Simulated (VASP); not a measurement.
# Pd (Fm-3m) in VASP: notebook, part 2 of 4

VASP 6.6.1. Earlier steps stand in the parts before.

## 3. Electric field gradients, PBE

This run uses another cell than the first one, of 14.71 Å³/atom, 1.020 times its volume.

INCAR reads:

```
SYSTEM = Pd
ALGO = Normal
EDIFF = 1E-8
ENCUT = 520
GGA = PE
ISIF = 2
ISMEAR = -1
LASPH = .True.
LCHARG = .False.
LEFG = .True.
LREAL = .False.
LWAVE = .False.
NBANDS = 11
NELM = 100
PREC = Accurate
SIGMA = 0.05
```

KPOINTS reads:

```
k-points
0
Gamma
  18 18 18
  0 0 0
```

POSCAR reads:

```
Pd
1.0
    0.0000000000      1.9449000000      1.9449000000
    1.9449000000      0.0000000000      1.9449000000
    1.9449000000      1.9449000000      0.0000000000
Pd
1
Direct
    0.0000000000      0.0000000000      0.0000000000
```

Potentials or basis: VASP PAW PBE potentials, release 64 (Pd).

On the command line:

```sh
$ cat potpaw_PBE.64/Pd/POTCAR > POTCAR
$ mpirun -np 1 vasp_std > vasp.out
```

OUTCAR:

```text
SYSTEM = Pd
   EDIFF = 1E-8
   ENCUT = 520
   GGA = PE
   ISIF = 2
   ISMEAR = -1
   LASPH = .True.
   LREAL = .False.
   NELM = 100
   PREC = Accurate

 ion  position               nearest neighbor table
   1  0.000  0.000  0.000-

  LATTYP: Found a face centered cubic cell.
 ALAT       =     3.8898000000

  Lattice vectors:

 A1 = (   0.0000000000,   1.9449000000,   1.9449000000)
 A2 = (   1.9449000000,   0.0000000000,   1.9449000000)
 A3 = (   1.9449000000,   1.9449000000,   0.0000000000)

Analysis of symmetry for initial positions (statically):
=====================================================================
 Subroutine PRICEL returns:
 Original cell was already a primitive cell.

 Routine SETGRP: Setting up the symmetry group for a
 face centered cubic supercell.

 Subroutine GETGRP returns: Found 48 space group operations
 (whereof 48 operations were pure point group operations)
 out of a pool of 48 trial point group operations.

The static configuration has the point symmetry O_h .

Analysis of symmetry for dynamics (positions and initial velocities):
=====================================================================
 Subroutine PRICEL returns:
 Original cell was already a primitive cell.

 Routine SETGRP: Setting up the symmetry group for a
 face centered cubic supercell.

 Subroutine GETGRP returns: Found 48 space group operations
 (whereof 48 operations were pure point group operations)
 out of a pool of 48 trial point group operations.

The dynamic configuration has the point symmetry O_h .
[... 157 lines left out ...]
      5       8.5908      2.00000
      6       8.5908      2.00000
      7      27.0190      0.00000
      8      31.8107      0.00000
      9      31.8107      0.00000
     10      31.8107      0.00000
     11      36.0383      0.00000
[... 309 lines left out ...]
 k-point    24 :      -0.2222    0.0556    0.0000
  band No.  band energies     occupation
      1       4.3792      2.00000
      2       6.7536      2.00000
      3       7.2998      2.00000
      4       7.3337      2.00000
      5       8.4709      2.00000
      6       8.9995      2.00000
      7      24.7780      0.00000
      8      28.0787      0.00000
      9      32.0661      0.00000
     10      34.4356      0.00000
     11      34.8298      0.00000

 [... further k-points ...]

------------------------ aborting loop because EDIFF is reached ----------------------------------------

  FORCE on cell =-STRESS in cart. coord.  units (eV):
  Direction    XX          YY          ZZ          XY          YZ          ZX
  --------------------------------------------------------------------------------------
  -------------------------------------------------------------------------------------
  Total        0.6663776      0.6663776      0.6663776      0.0000000      0.0000000     -0.0000000
  in kB       72.5619875     72.5619875     72.5619875      0.0000000      0.0000000     -0.0000000
  external PRESSURE =      72.5619875 kB  Pullay stress =       0.0000000 kB

 VOLUME and BASIS-vectors are now :
 -----------------------------------------------------------------------------
  energy-cutoff  :      520.00
  volume of cell :       14.71
      direct lattice vectors                 reciprocal lattice vectors
     0.000000000  1.944900000  1.944900000    -0.257082626  0.257082626  0.257082626
     1.944900000  0.000000000  1.944900000     0.257082626 -0.257082626  0.257082626
     1.944900000  1.944900000  0.000000000     0.257082626  0.257082626 -0.257082626

 POSITION                                       TOTAL-FORCE (eV/Angst)
 -----------------------------------------------------------------------------------
      0.00000      0.00000      0.00000        -0.000000     -0.000000      0.000000
 -----------------------------------------------------------------------------------
    total drift:                               -0.000000     -0.000000     -0.000000

  FREE ENERGIE OF THE ION-ELECTRON SYSTEM (eV)
  ---------------------------------------------------
  free  energy   TOTEN  =        -5.2167751292 eV

  energy  without entropy=       -5.1987363760  energy(sigma->0) =       -5.20775575

 Electric field gradients (V/A^2)
---------------------------------------------------------------------
 ion       V_xx      V_yy      V_zz      V_xy      V_xz      V_yz
---------------------------------------------------------------------
   1       0.000     0.000    -0.000    -0.000    -0.000    -0.000
---------------------------------------------------------------------

 Electric field gradients after diagonalization (V/A^2)
 (convention: |V_zz| > |V_xx| > |V_yy|)
----------------------------------------------------------------------
 ion       V_xx      V_yy      V_zz     asymmetry (V_yy - V_xx)/ V_zz
----------------------------------------------------------------------
   1       0.000     0.000    -0.000       0.000
----------------------------------------------------------------------

           NMR quadrupolar parameters

 Cq : quadrupolar parameter    Cq=e*Q*V_zz/h
 eta: asymmetry parameters     (V_yy - V_xx)/ V_zz
 Q  : nuclear electric quadrupole moment in mb (millibarn)
----------------------------------------------------------------------
 ion       Cq(MHz)       eta       Q (mb)
----------------------------------------------------------------------
   1      -0.000       0.000       1.000
----------------------------------------------------------------------
```

stdout:

```text
POSCAR found type information on POSCAR Pd
 POSCAR found :  1 types and       1 ions
 scaLAPACK will be used
 LDA part: xc-table for (Slater+PW92), standard interpolation
 POSCAR, INCAR and KPOINTS ok, starting setup
 FFT: planning ... GRIDC
 FFT: planning ... GRID_SOFT
 FFT: planning ... GRID
 WAVECAR not read
 entering main loop
ion   1
```

Run time: 59 s. Hardware: 1 thread of AMD EPYC 7R13, shared host; peak memory 0.12 GiB.

What came out:

```
Free energy            : -5.2168 eV
Pressure               : 7.3 GPa
Band gap on the k mesh : zero (band 5 reaches 10.12 eV, above the bottom of band 6 at 8.53 eV)
```

Caveat: without QUAD_EFG the Cq values of the log hold for a quadrupole moment of 1 mb, not for the nuclei.

## 4. Electric field gradients, PBE

This run uses another cell than the first one, of 14.71 Å³/atom, 1.020 times its volume.

INCAR reads:

```
PREC = Accurate ; ENCUT = 520
EDIFF = 1E-8 ; ISMEAR = -1
SIGMA = 0.05 ; LREAL = F
LASPH = T ; NELM = 80
ALGO = Normal ; ISIF = 2
LWAVE = F ; LCHARG = F
GGA = PE ; LEFG = T
NBANDS = 11
```

KPOINTS reads:

```
Automatic mesh
0
Gamma
  18 18 18
```

POSCAR is that of step 3.

Potentials or basis: VASP PAW PBE potentials, release 64 (Pd).

On the command line:

```sh
$ cat potpaw_PBE.64/Pd/POTCAR > POTCAR
$ mpirun -np 1 vasp_std > vasp.out
```

OUTCAR:

```text
PREC = Accurate
   ENCUT = 520
   EDIFF = 1E-8
   ISMEAR = -1
   LREAL = F
   LASPH = T
   NELM = 80
   ISIF = 2
   GGA = PE

 ion  position               nearest neighbor table
   1  0.000  0.000  0.000-

  LATTYP: Found a face centered cubic cell.
 ALAT       =     3.8898000000

  Lattice vectors:

 A1 = (   0.0000000000,   1.9449000000,   1.9449000000)
 A2 = (   1.9449000000,   0.0000000000,   1.9449000000)
 A3 = (   1.9449000000,   1.9449000000,   0.0000000000)

Analysis of symmetry for initial positions (statically):
=====================================================================
 Subroutine PRICEL returns:
 Original cell was already a primitive cell.

 Routine SETGRP: Setting up the symmetry group for a
 face centered cubic supercell.

 Subroutine GETGRP returns: Found 48 space group operations
 (whereof 48 operations were pure point group operations)
 out of a pool of 48 trial point group operations.

The static configuration has the point symmetry O_h .

Analysis of symmetry for dynamics (positions and initial velocities):
=====================================================================
 Subroutine PRICEL returns:
 Original cell was already a primitive cell.

 Routine SETGRP: Setting up the symmetry group for a
 face centered cubic supercell.

 Subroutine GETGRP returns: Found 48 space group operations
 (whereof 48 operations were pure point group operations)
 out of a pool of 48 trial point group operations.

The dynamic configuration has the point symmetry O_h .

 Subroutine INISYM returns: Found 48 space group operations
 (whereof 48 operations are pure point group operations),
 and found     1 'primitive' translations
[... 157 lines left out ...]
      9      31.8107      0.00000
     10      31.8107      0.00000
     11      36.0383      0.00000
[... 309 lines left out ...]
 k-point    24 :      -0.2222    0.0556    0.0000
  band No.  band energies     occupation
      1       4.3792      2.00000
      2       6.7536      2.00000
      3       7.2998      2.00000
      4       7.3337      2.00000
      5       8.4709      2.00000
      6       8.9995      2.00000
      7      24.7780      0.00000
      8      28.0787      0.00000
      9      32.0661      0.00000
     10      34.4356      0.00000
     11      34.8298      0.00000

 [... further k-points ...]

------------------------ aborting loop because EDIFF is reached ----------------------------------------

  FORCE on cell =-STRESS in cart. coord.  units (eV):
  Direction    XX          YY          ZZ          XY          YZ          ZX
  --------------------------------------------------------------------------------------
  -------------------------------------------------------------------------------------
  Total        0.6663776      0.6663776      0.6663776      0.0000000      0.0000000     -0.0000000
  in kB       72.5619875     72.5619875     72.5619875      0.0000000      0.0000000     -0.0000000
  external PRESSURE =      72.5619875 kB  Pullay stress =       0.0000000 kB

 VOLUME and BASIS-vectors are now :
 -----------------------------------------------------------------------------
  energy-cutoff  :      520.00
  volume of cell :       14.71
      direct lattice vectors                 reciprocal lattice vectors
     0.000000000  1.944900000  1.944900000    -0.257082626  0.257082626  0.257082626
     1.944900000  0.000000000  1.944900000     0.257082626 -0.257082626  0.257082626
     1.944900000  1.944900000  0.000000000     0.257082626  0.257082626 -0.257082626

 POSITION                                       TOTAL-FORCE (eV/Angst)
 -----------------------------------------------------------------------------------
      0.00000      0.00000      0.00000        -0.000000     -0.000000      0.000000
 -----------------------------------------------------------------------------------
    total drift:                               -0.000000     -0.000000     -0.000000

  FREE ENERGIE OF THE ION-ELECTRON SYSTEM (eV)
  ---------------------------------------------------
  free  energy   TOTEN  =        -5.2167751292 eV

  energy  without entropy=       -5.1987363760  energy(sigma->0) =       -5.20775575

 Electric field gradients (V/A^2)
---------------------------------------------------------------------
 ion       V_xx      V_yy      V_zz      V_xy      V_xz      V_yz
---------------------------------------------------------------------
   1       0.000     0.000    -0.000    -0.000    -0.000    -0.000
---------------------------------------------------------------------

 Electric field gradients after diagonalization (V/A^2)
 (convention: |V_zz| > |V_xx| > |V_yy|)
----------------------------------------------------------------------
 ion       V_xx      V_yy      V_zz     asymmetry (V_yy - V_xx)/ V_zz
----------------------------------------------------------------------
   1       0.000     0.000    -0.000       0.000
----------------------------------------------------------------------

           NMR quadrupolar parameters

 Cq : quadrupolar parameter    Cq=e*Q*V_zz/h
 eta: asymmetry parameters     (V_yy - V_xx)/ V_zz
 Q  : nuclear electric quadrupole moment in mb (millibarn)
----------------------------------------------------------------------
 ion       Cq(MHz)       eta       Q (mb)
----------------------------------------------------------------------
   1      -0.000       0.000       1.000
----------------------------------------------------------------------
```

OSZICAR:

```text
N       E                     dE             d eps       ncg     rms          rms(c)
DAV:   1     0.420793413397E+02    0.42079E+02   -0.51945E+03  4330   0.855E+02
DAV:   2    -0.494948156328E+01   -0.47029E+02   -0.45434E+02  4863   0.182E+02
DAV:   3    -0.549376859315E+01   -0.54429E+00   -0.54168E+00  5131   0.210E+01
DAV:   4    -0.549614816130E+01   -0.23796E-02   -0.23793E-02  5186   0.145E+00
DAV:   5    -0.549617347534E+01   -0.25314E-04   -0.25314E-04  5621   0.136E-01    0.782E+00
DAV:   6    -0.523092630606E+01    0.26525E+00   -0.10685E+00  5277   0.843E+00    0.384E+00
DAV:   7    -0.522048814514E+01    0.10438E-01   -0.23968E-02  5683   0.102E+00    0.197E+00
DAV:   8    -0.521679216827E+01    0.36960E-02   -0.13417E-03  5330   0.320E-01    0.874E-02
DAV:   9    -0.521677153943E+01    0.20629E-04   -0.13374E-04  5462   0.979E-02    0.269E-02
DAV:  10    -0.521677586203E+01   -0.43226E-05   -0.87475E-06  5333   0.264E-02    0.773E-03
DAV:  11    -0.521677513143E+01    0.73059E-06   -0.97164E-08  5684   0.319E-03    0.521E-04
DAV:  12    -0.521677512915E+01    0.22802E-08   -0.26673E-09  4140   0.438E-04
   1 F= -.52167751E+01 E0= -.52077558E+01  d E =-.180388E-01
```

It took 66 s on 1 thread of AMD EPYC 7R13, shared host; peak memory 0.12 GiB.

Results:

- Free energy: -5.2168 eV
- Pressure: 7.3 GPa
- Band gap on the k mesh: zero (band 5 reaches 10.12 eV, above the bottom of band 6 at 8.53 eV)

Caveat: without QUAD_EFG the Cq values of the log hold for a quadrupole moment of 1 mb, not for the nuclei.

[end of part 2 of 4]
